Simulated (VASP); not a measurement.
# Ga (I4/mmm) in VASP: a series of runs, part 2 of 2

VASP 6.6.1. The steps go on from the part before.

## Step 5: Single point, PBEsol+D3(BJ), non-collinear spin, zero start, spin-orbit coupling

This run uses another cell than the first one, of 17.72 Å³/atom.

Contents of INCAR:

```
SYSTEM = Ga
  PREC = Accurate
  ENCUT = 500
  EDIFF = 1E-6
  ISMEAR = 1
  SIGMA = 0.05
  LREAL = .FALSE.
  LASPH = .TRUE.
  NELM = 200
  ALGO = Normal
  ISIF = 2
  LWAVE = .FALSE.
  LCHARG = .FALSE.
  MAGMOM = 0 0 0
  LORBIT = 11
  LSORBIT = .TRUE.
  GGA_COMPAT = .FALSE.
  LORBMOM = .TRUE.
  GGA = PS
  IVDW = 12
  NBANDS = 24
```

Contents of KPOINTS:

```
regular mesh
0
G
  13 13 13
  0 0 0
```

Contents of POSCAR:

```
Ga
1.0
   -1.3843987200      1.3843987200      2.3112238350
    1.3843987200     -1.3843987200      2.3112238350
    1.3843987200      1.3843987200     -2.3112238350
Ga
1
Direct
    0.0000000000      0.0000000000      0.0000000000
```

Potentials or basis: VASP PAW PBE potentials, release 64 (Ga_d).

Started as:

```bash
> cat potpaw_PBE.64/Ga_d/POTCAR > POTCAR
> mpirun -np 1 vasp_ncl > vasp.out
```

OUTCAR:

```text
SYSTEM = Ga
   PREC = Accurate
   ENCUT = 500
   EDIFF = 1E-6
   ISMEAR = 1
   LREAL = .FALSE.
   LASPH = .TRUE.
   NELM = 200
   ISIF = 2
   LORBIT = 11
   LSORBIT = .TRUE.
   GGA = PS
   IVDW = 12
 IVDW          = 12

 ion  position               nearest neighbor table
   1  0.000  0.000  0.000-

  LATTYP: Found a body centered tetragonal cell.
 ALAT       =     2.7687974400
 C/A-ratio  =     1.6694784542

  Lattice vectors:

 A1 = (  -1.3843987200,   1.3843987200,   2.3112238350)
 A2 = (   1.3843987200,  -1.3843987200,   2.3112238350)
 A3 = (   1.3843987200,   1.3843987200,  -2.3112238350)

Analysis of symmetry for initial positions (statically):
=====================================================================
 Subroutine PRICEL returns:
 Original cell was already a primitive cell.

 Routine SETGRP: Setting up the symmetry group for a
 body centered tetragonal supercell.

 Subroutine GETGRP returns: Found 16 space group operations
 (whereof 16 operations were pure point group operations)
 out of a pool of 16 trial point group operations.

The static configuration has the point symmetry D_4h.

Analysis of symmetry for dynamics (positions and initial velocities):
=====================================================================
 Subroutine PRICEL returns:
 Original cell was already a primitive cell.

 Routine SETGRP: Setting up the symmetry group for a
 body centered tetragonal supercell.

 Subroutine GETGRP returns: Found 16 space group operations
 (whereof 16 operations were pure point group operations)
 out of a pool of 16 trial point group operations.

The dynamic configuration has the point symmetry D_4h.

Analysis of structural, dynamic, and magnetic symmetry:
=====================================================================
 Subroutine PRICEL returns:
 Original cell was already a primitive cell.

 Routine SETGRP: Setting up the symmetry group for a
 body centered tetragonal supercell.

 Subroutine GETGRP returns: Found 16 space group operations
 (whereof 16 operations were pure point group operations)
 out of a pool of 16 trial point group operations.

The overall configuration has the point symmetry D_4h.

 Subroutine INISYM returns: Found 16 space group operations
 (whereof 16 operations are pure point group operations),
 and found     1 'primitive' translations

----------------------------------------------------------------------------------------

                                     Primitive cell

  volume of cell :      17.7184

  direct lattice vectors                    reciprocal lattice vectors
    -1.384398720  1.384398720  2.311223835     0.000000000  0.361167627  0.216335602
     1.384398720 -1.384398720  2.311223835     0.361167627  0.000000000  0.216335602
     1.384398720  1.384398720 -2.311223835     0.361167627  0.361167627  0.000000000

  length of vectors
     3.029005653  3.029005653  3.029005653     0.421002550  0.421002550  0.510768156

  position of ions in fractional coordinates (direct lattice)
     0.000000000  0.000000000  0.000000000

  ion indices of the primitive-cell ions
   primitive index   ion index
                 1           1
[... 97 lines left out ...]
   GGA     = PS    functional components
   LHFCALC =     F    Hartree Fock is set to
   AEXX    =    0.0000 exact exchange contribution
   IVDW    =    12    specifies the selected vdW correction
   LEPSILON=     F    determine dielectric tensor
   LRPA    =     F    only Hartree local field effects (RPA)
 Methfessel and Paxton  Order N= 1 SIGMA  =   0.05
  energy-cutoff  :      500.00
  volume of cell :       17.72
 maximum number of plane-waves:       938
 NGX is ok and might be reduce to    24
   NGX = 11   NGY = 11   NGZ = 11

 number of electron      13.0000000 magnetization       0.0000000      0.0000000      0.0000000

 number of electron      12.9999997 magnetization       0.0000000     -0.0000000      0.0000000

 number of electron      12.9999997 magnetization      -0.0000000      0.0000000     -0.0000000

 Free energy of the ion-electron system (eV)
  ---------------------------------------------------
  ext. energy  EPLUGINS =         0.00000000
  ---------------------------------------------------
  free energy    TOTEN  =        -3.34148641 eV

  energy without entropy =       -3.34155324  energy(sigma->0) =       -3.34150868

 E-fermi :   5.9399     XC(G=0): -11.4684

 val. band max:        5.9122924318   @ k =  -0.1538  -0.3846   0.0769
 cond. band min:       5.9726849657   @ k =  -0.3077  -0.3846   0.0769
 fundamental gap:      0.0603925339
 Fermi energy:         5.9398747603

 k-point     1 :       0.0000    0.0000    0.0000
  band No.  band energies     occupation
      1      -9.1941      1.00000
      2      -9.1941      1.00000
      3      -9.1440      1.00000
      4      -9.1440      1.00000
      5      -8.7327      1.00000
      6      -8.7327      1.00000
[... 637 lines left out ...]
     23      26.8123      0.00000
     24      26.8123      0.00000

 [... further k-points ...]

------------------------ aborting loop because EDIFF is reached ----------------------------------------

 Edisp (eV)   -0.31923

 E8    (eV) :    -0.2213

  FORCE on cell =-STRESS in cart. coord.  units (eV):
  Direction    XX          YY          ZZ          XY          YZ          ZX
  --------------------------------------------------------------------------------------
  -------------------------------------------------------------------------------------
  Total      -0.36793    -0.36793    -0.34523     0.00000    -0.00000     0.00000
  in kB     -33.26958   -33.26958   -31.21756     0.00000    -0.00000     0.00000
  external pressure =      -32.59 kB  Pullay stress =        0.00 kB

 VOLUME and BASIS-vectors are now :
 -----------------------------------------------------------------------------
  energy-cutoff  :      500.00
  volume of cell :       17.72
      direct lattice vectors                 reciprocal lattice vectors
    -1.384398720  1.384398720  2.311223835     0.000000000  0.361167627  0.216335602
     1.384398720 -1.384398720  2.311223835     0.361167627  0.000000000  0.216335602
     1.384398720  1.384398720 -2.311223835     0.361167627  0.361167627  0.000000000

 POSITION                                       TOTAL-FORCE (eV/Angst)
 -----------------------------------------------------------------------------------
      0.00000      0.00000      0.00000         0.000000      0.000000     -0.000000
 -----------------------------------------------------------------------------------
    total drift:                                0.000000      0.000000      0.000000

  FREE ENERGIE OF THE ION-ELECTRON SYSTEM (eV)
  ---------------------------------------------------
  free  energy   TOTEN  =        -3.6607116716 eV

  energy  without entropy=       -3.6607785002  energy(sigma->0) =       -3.66073395

 orbital moment (x)

 # of ion     p       d       tot
 ----------------------------------------
  1         0.000  -0.000  -0.000
 ----------------------------------------
            0.000  -0.000  -0.000

 orbital moment (y)

 # of ion     p       d       tot
 ----------------------------------------
  1         0.000  -0.000  -0.000
 ----------------------------------------
            0.000  -0.000  -0.000

 orbital moment (z)

 # of ion     p       d       tot
 ----------------------------------------
  1         0.000   0.000   0.000
 ----------------------------------------
            0.000   0.000   0.000

 Spin-Orbit-Coupling matrix elements

 Ion:    1  E_soc:     -0.0106791
 l=   1
     0.0000000    -0.0009417    -0.0009632
    -0.0009417     0.0000000    -0.0009417
    -0.0009632    -0.0009417     0.0000000
 l=   2
     0.0000000    -0.0001674     0.0000000    -0.0001674    -0.0006697
    -0.0001674     0.0000000    -0.0004969    -0.0001655    -0.0001645
     0.0000000    -0.0004969     0.0000000    -0.0004969     0.0000000
    -0.0001674    -0.0001655    -0.0004969     0.0000000    -0.0001645
    -0.0006697    -0.0001645     0.0000000    -0.0001645     0.0000000
 l=   3
     0.0000000     0.0000000     0.0000000     0.0000000     0.0000000     0.0000000     0.0000000
     0.0000000     0.0000000     0.0000000     0.0000000     0.0000000     0.0000000     0.0000000
     0.0000000     0.0000000     0.0000000     0.0000000     0.0000000     0.0000000     0.0000000
     0.0000000     0.0000000     0.0000000     0.0000000     0.0000000     0.0000000     0.0000000
     0.0000000     0.0000000     0.0000000     0.0000000     0.0000000     0.0000000     0.0000000
     0.0000000     0.0000000     0.0000000     0.0000000     0.0000000     0.0000000     0.0000000
     0.0000000     0.0000000     0.0000000     0.0000000     0.0000000     0.0000000     0.0000000

 total charge

# of ion       s       p       d       tot
------------------------------------------
    1        1.013   0.585   9.966  11.564

 magnetization (x)

# of ion       s       p       d       tot
------------------------------------------
    1       -0.000   0.000   0.000  -0.000

 magnetization (y)

# of ion       s       p       d       tot
------------------------------------------
    1        0.000  -0.000   0.000  -0.000

 magnetization (z)

# of ion       s       p       d       tot
------------------------------------------
    1       -0.000  -0.000   0.000  -0.000
```

stdout:

```text
POSCAR found type information on POSCAR Ga
 POSCAR found :  1 types and       1 ions
 scaLAPACK will be used
 -----------------------------------------------------------------------------
|                                                                             |
|                                                                             |
|     You enforced a specific xc type in the INCAR file but a different       |
|     I HOPE YOU KNOW WHAT YOU ARE DOING!                                     |
|                                                                             |
 -----------------------------------------------------------------------------

 LDA part: xc-table for (Slater+PW92), standard interpolation
 POSCAR, INCAR and KPOINTS ok, starting setup
 FFT: planning ... GRIDC
 FFT: planning ... GRID_SOFT
 FFT: planning ... GRID
 WAVECAR not read
 entering main loop
```

Wall time 70 s (1 thread of Intel Xeon Platinum 8488C (Sapphire Rapids), shared host); peak memory 0.28 GiB.

What came out:

```yaml
Free_energy: -3.6607 eV
Pressure: -3.3 GPa
Net_moment: 0.00 μB per cell
Valence_electrons_inside_the_program's_atomic_spheres: Ga 11.56
Dispersion_energy_per_atom: -0.319 eV
```

Moments on the atoms (μB; x, y, z):
```
Ga  0.00 0.00 0.00
```

Caveat: three body term missing; the cell stands under tension; the PAW data sets were made with another functional, which shifts forces and pressure a little.

## Step 6: Single point, PBE

This run uses another cell than the first one, of 17.01 Å³/atom.

Contents of INCAR:

```
SYSTEM = Ga
PREC     = Accurate       ! precision mode
ENCUT    = 520            ! plane-wave cutoff, eV
EDIFF    = 1E-7           ! SCF threshold, eV
ISMEAR   = -1             ! smearing method
SIGMA    = 0.05           ! smearing width, eV
LREAL    = .False.        ! projectors in reciprocal space
LASPH    = .True.         ! aspherical terms in the spheres
NELM     = 100            ! most SCF steps
ALGO     = Normal         ! electronic algorithm
ISIF     = 2              ! what is computed and relaxed
LWAVE    = .False.        ! write WAVECAR
LCHARG   = .False.        ! write CHGCAR
GGA      = PE             ! functional
NBANDS   = 12             ! bands
```

Contents of KPOINTS:

```
regular mesh
0
Gamma
  13 13 13
  0 0 0
```

Contents of POSCAR:

```
Ga
1.0
   -1.3656883352      1.3656883352      2.2799872528
    1.3656883352     -1.3656883352      2.2799872528
    1.3656883352      1.3656883352     -2.2799872528
Ga
1
Direct
    0.0000000000      0.0000000000      0.0000000000
```

Potentials or basis: VASP PAW PBE potentials, release 64 (Ga_d).

Started as:

```bash
> cat potpaw_PBE.64/Ga_d/POTCAR > POTCAR
> mpirun -np 1 vasp_std > vasp.out
```

OUTCAR:

```text
SYSTEM = Ga
   PREC = Accurate
   ENCUT = 520
   EDIFF = 1E-7
   ISMEAR = -1
   LREAL = .False.
   LASPH = .True.
   NELM = 100
   ISIF = 2
   GGA = PE

 ion  position               nearest neighbor table
   1  0.000  0.000  0.000-

  LATTYP: Found a body centered tetragonal cell.
 ALAT       =     2.7313766704
 C/A-ratio  =     1.6694784557

  Lattice vectors:

 A1 = (  -1.3656883352,   1.3656883352,   2.2799872528)
 A2 = (   1.3656883352,  -1.3656883352,   2.2799872528)
 A3 = (   1.3656883352,   1.3656883352,  -2.2799872528)

Analysis of symmetry for initial positions (statically):
=====================================================================
 Subroutine PRICEL returns:
 Original cell was already a primitive cell.

 Routine SETGRP: Setting up the symmetry group for a
 body centered tetragonal supercell.

 Subroutine GETGRP returns: Found 16 space group operations
 (whereof 16 operations were pure point group operations)
 out of a pool of 16 trial point group operations.

The static configuration has the point symmetry D_4h.

Analysis of symmetry for dynamics (positions and initial velocities):
[... 166 lines left out ...]
      2      -8.4318      2.00000
      3      -8.3932      2.00000
      4      -8.3932      2.00000
      5      -8.2125      2.00000
      6      -5.3098      2.00000
      7      19.7753      0.00000
      8      20.0440      0.00000
      9      20.0440      0.00000
     10      23.3402      0.00000
     11      23.3760      0.00000
     12      24.2673      0.00000
[... 331 lines left out ...]
 k-point    24 :       0.4615    0.1538    0.0000
  band No.  band energies     occupation
      1      -8.5522      2.00000
      2      -8.4754      2.00000
      3      -8.4001      2.00000
      4      -8.2709      2.00000
      5      -8.1637      2.00000
      6       2.1563      2.00000
      7       2.8140      2.00000
      8      13.2718      0.00000
      9      15.0875      0.00000
     10      18.9822      0.00000
     11      21.4047      0.00000
     12      27.9651      0.00000

 [... further k-points ...]

------------------------ aborting loop because EDIFF is reached ----------------------------------------

  FORCE on cell =-STRESS in cart. coord.  units (eV):
  Direction    XX          YY          ZZ          XY          YZ          ZX
  --------------------------------------------------------------------------------------
  -------------------------------------------------------------------------------------
  Total        0.7432323      0.7432323      0.6371026      0.0000000      0.0000000      0.0000000
  in kB       70.0066897     70.0066897     60.0100986      0.0000000      0.0000000      0.0000000
  external PRESSURE =      66.6744927 kB  Pullay stress =       0.0000000 kB

 VOLUME and BASIS-vectors are now :
 -----------------------------------------------------------------------------
  energy-cutoff  :      520.00
  volume of cell :       17.01
      direct lattice vectors                 reciprocal lattice vectors
    -1.365688335  1.365688335  2.279987253     0.000000000  0.366115743  0.219299472
     1.365688335 -1.365688335  2.279987253     0.366115743  0.000000000  0.219299472
     1.365688335  1.365688335 -2.279987253     0.366115743  0.366115743  0.000000000

 POSITION                                       TOTAL-FORCE (eV/Angst)
 -----------------------------------------------------------------------------------
      0.00000      0.00000      0.00000        -0.000000      0.000000      0.000000
 -----------------------------------------------------------------------------------
    total drift:                                0.000000      0.000000     -0.000000

  FREE ENERGIE OF THE ION-ELECTRON SYSTEM (eV)
  ---------------------------------------------------
  free  energy   TOTEN  =        -2.8535730776 eV

  energy  without entropy=       -2.8508524573  energy(sigma->0) =       -2.85221277
```

stdout:

```text
POSCAR found type information on POSCAR Ga
 POSCAR found :  1 types and       1 ions
 scaLAPACK will be used
 LDA part: xc-table for (Slater+PW92), standard interpolation
 POSCAR, INCAR and KPOINTS ok, starting setup
 FFT: planning ... GRIDC
 FFT: planning ... GRID_SOFT
 FFT: planning ... GRID
 WAVECAR not read
 entering main loop
```

Run time: 25 s. Hardware: 1 thread of Intel Xeon Platinum 8488C (Sapphire Rapids), shared host; peak memory 0.16 GiB.

Results:

| Quantity | Value |
| --- | --- |
| Free energy | -2.8536 eV |
| Pressure | 6.7 GPa |
| Band gap on the k mesh | zero (an odd number of electrons rules out a gap without spin polarisation) |

Caveat: the cell stands under pressure.

## Step 7: Summary

| level | spin | cell | cutoff (eV) | smearing | gap on the mesh (eV) | pressure (GPa) | moment (μB) |
| --- | --- | --- | --- | --- | --- | --- | --- |
| revpbe exchange, lda correlation | collinear | a = 3.069 Å, angles 125.6, 125.6, 80.5°, 1 atom | 500 | gaussian 0.1 eV | none | 10.7 | 0.00 |
| revpbe exchange, lda correlation | collinear | a = 3.088 Å, angles 125.6, 125.6, 80.5°, 1 atom | 500 | gaussian 0.1 eV | none | 9.5 | 0.00 |
| PBEsol | non-collinear, zero start, SOC | a = 3.029 Å, angles 125.6, 125.6, 80.5°, 1 atom | 520 | fermi-dirac 0.05 eV | - | -0.1 | 0.00 |
| PBEsol+D3(BJ) | non-collinear, zero start, SOC | a = 3.029 Å, angles 125.6, 125.6, 80.5°, 1 atom | 500 | methfessel-paxton 0.05 eV | - | -3.3 | 0.00 |
| PBE | off | a = 2.988 Å, angles 125.6, 125.6, 80.5°, 1 atom | 520 | fermi-dirac 0.05 eV | none | 6.7 | - |

Alike in all rows: task single point; potentials or basis VASP PAW PBE potentials, release 64 (Ga_d); k mesh 13 × 13 × 13.

Caveats: the PAW data sets were made with another functional, which shifts forces and pressure a little (at least some runs); the cell stands under pressure (at least some runs); three body term missing (at least some runs); the cell stands under tension (at least some runs).

Absolute energies hang on the potentials; compare differences alone.
